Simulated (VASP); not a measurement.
Write the native input for VASP 6.6.1 that does the following.

- Task: single point
- Functional: PBE
- Potentials or basis: VASP PAW PBE potentials, release 64 (Al)
- Cutoff: 520 eV
- k mesh: 8 × 8 × 8
- Occupations: fermi-dirac, width 0.1 eV
- Spin: no spin polarisation
- Dipole correction: no
- Further INCAR settings: ALGO = Normal; EDIFF = 1e-06; NBANDS = 8

The structure of Al lies in POSCAR:

```
Al
1.0
    0.0000000000      2.0199630948      2.0199630948
    2.0199630948      0.0000000000      2.0199630948
    2.0199630948      2.0199630948      0.0000000000
Al
1
Direct
    0.0000000000      0.0000000000      0.0000000000
```

The input as run:

INCAR

```
SYSTEM = Al
PREC = Accurate ; ENCUT = 520
EDIFF = 1E-6 ; ISMEAR = -1
SIGMA = 0.1 ; LREAL = .False.
LASPH = .True. ; NELM = 60
ALGO = Normal ; ISIF = 2
LWAVE = .False. ; LCHARG = .False.
GGA = PE ; NBANDS = 8
```

KPOINTS

```
regular mesh
0
Gamma
  8 8 8
  0 0 0
```

Potentials or basis: VASP PAW PBE potentials, release 64 (Al).

Command:

```bash
$ cat potpaw_PBE.64/Al/POTCAR > POTCAR
$ mpirun -np 1 vasp_std > vasp.out
```

Results of the run:

The pressure is 0.1 GPa.

Run time: 3.6 s on 1 thread of Intel(R) Xeon(R) Platinum 8488C (Sapphire Rapids), on a shared host, peak memory 0.13 GiB.
